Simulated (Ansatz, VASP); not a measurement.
# ZrB2 in VASP and in Ansatz

Contents of INCAR:

```
SYSTEM = ZrB2
PREC = Accurate ; ENCUT = 520
EDIFF = 1E-6 ; ISMEAR = 0
SIGMA = 0.15 ; LREAL = .FALSE.
LASPH = .TRUE. ; NELM = 80
ALGO = Normal ; ISIF = 2
LWAVE = .FALSE. ; LCHARG = .FALSE.
GGA = PS ; NBANDS = 16
```

Contents of KPOINTS:

```
Automatic mesh
0
G
  15 15 12
  0 0 0
```

POSCAR

```
ZrB2
1.0
    3.1548382285      0.0000000000      0.0000000000
   -1.5774191143      2.7321700507      0.0000000000
    0.0000000000      0.0000000000      3.5652000000
Zr B
1 2
Direct
    0.0000000000      0.0000000000      0.0000000000
    0.3333333333      0.6666666667      0.5000000000
    0.6666666667      0.3333333333      0.5000000000
```

Input for Ansatz:

```yaml
crystal:
  lattice:
    - [3.1548382285, 0.0, 0.0]
    - [-1.5774191143, 2.7321700507, 0.0]
    - [0.0, 0.0, 3.5652]
  atoms:
    - { symbol: Zr, position: [0.0, 0.0, 0.0] }
    - { symbol: B, position: [0.3333333333, 0.6666666667, 0.5] }
    - { symbol: B, position: [0.6666666667, 0.3333333333, 0.5] }
basis:
  ecutwfc: 520.0
kpoints:
  mp_grid: { grid: [15, 15, 12] }
hamiltonian:
  xc: pbesol
scf:
  occupations: { method: gaussian, width: 0.15 }
output:
  forces: true
  stress: true
  eigenvalues: true
```

Alike in both runs: task single point; functional PBEsol; k mesh 15 × 15 × 12; occupations gaussian, width 0.15 eV; no spin polarisation.

```csv
,VASP,Ansatz
version,VASP 6.6.1,Ansatz 0.2.0
potentials or method,"VASP PAW PBE potentials, release 64 (Zr_sv, B), cutoff 520 eV","scalar-relativistic, plane waves, PAW"
valence electrons in the cell,18,18
```

VASP gave:

* gap on the k mesh at the Fermi level (eV): none
* pressure (GPa): -3.4
* traceless stress, the component that is largest in VASP (GPa): -3.48

Problem. Estimate Ansatz's values.

Solution. gap on the k mesh at the Fermi level (eV): none; pressure (GPa): -3.8; traceless stress, the component that is largest in VASP (GPa): -3.47.

VASP's potentials were made for PBE, not for PBEsol. A gap of «none» marks a metal or a gap that the smearing closes. The functional is the same, so the differences come from potentials, cutoffs and numerics.
